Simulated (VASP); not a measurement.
## MnO: single point with r2SCAN+U

The system is MnO.

```
Mn O
1.0
     0.00000    2.22391    2.22391
     2.22391    0.00000    2.22391
     2.22391    2.22391    0.00000
Mn O
1 1
Direct
  0.00000 0.00000 0.00000
  0.50000 0.50000 0.50000
```

| Property | Result |
| --- | --- |
| Program | VASP 6.6.1 |
| Task | single point |
| Functional | r2SCAN |
| Potentials or basis | VASP PAW PBE potentials, release 64 (Mn_sv, O) |
| Cutoff | 660 eV |
| k mesh | 10 × 10 × 10 |
| Occupations | fermi-dirac, width 0.05 eV |
| Spin | collinear spin, ferromagnetic start |
| Starting moments | [4.0, 0.0] μB |
| Hubbard terms | Mn d U = 3.0 eV |

| Quantity | Value |
| --- | --- |
| Pressure | 0.5 GPa |
| Band gap on the k mesh | 0.64 eV (least direct gap 3.21 eV) |
| Net moment | 5.00 μB per cell |
| Site moments | Mn +4.53; O +0.18 μB |
| Valence electrons inside the program's atomic spheres | Mn 12.88; O 5.04 |

Levels at points of the mesh, in eV from the valence-band top:
Spin up:
```
           k point  band 9  band 10  band 11  band 12  band 13  band 14  band 15  band 16  band 17  band 18
(0.00, 0.00, 0.00)   -3.64    -3.64    -3.01    -3.01    -3.01     0.64    15.42    17.26    17.26    17.26
(0.50, 0.00, 0.00)   -3.22    -3.22    -2.47     0.00     0.00     4.75     9.12    13.29    13.29    19.65
(0.50, 0.50, 0.00)   -4.07    -3.27    -2.99    -2.99    -2.86     6.24     9.33    11.16    15.28    15.28
```
Spin down:
```tsv
k point	band 4	band 5	band 6	band 7	band 8	band 9	band 10	band 11	band 12	band 13
(0.00, 0.00, 0.00)	-45.39	-20.01	-2.57	-2.57	-2.57	2.36	3.81	3.81	3.81	4.58
(0.50, 0.00, 0.00)	-45.40	-19.06	-6.58	-3.83	-3.83	5.01	5.34	5.34	5.96	6.86
(0.50, 0.50, 0.00)	-45.42	-19.06	-5.77	-3.61	-3.61	1.77	5.30	5.35	5.89	5.89
```

Eigenvalues of the final occupation matrices:
| site | spin | trace | eigenvalues |
| --- | --- | --- | --- |
| site 1 d | 1 | 4.64 | 0.91 0.91 0.91 0.95 0.95 |
| site 1 d | 2 | 0.13 | 0.01 0.01 0.01 0.05 0.05 |

Run time: 4.6 min on 1 thread of Intel(R) Xeon(R) Platinum 8259CL CPU @ 2.50GHz (Skylake/Cascade Lake) (shared host), peak memory 0.21 GiB.

Caveat: the PAW data sets were made with another functional, which shifts forces and pressure a little; a cell with one magnetic atom can't hold antiferromagnetic order, which such compounds often take. A k mesh can miss the band edges.
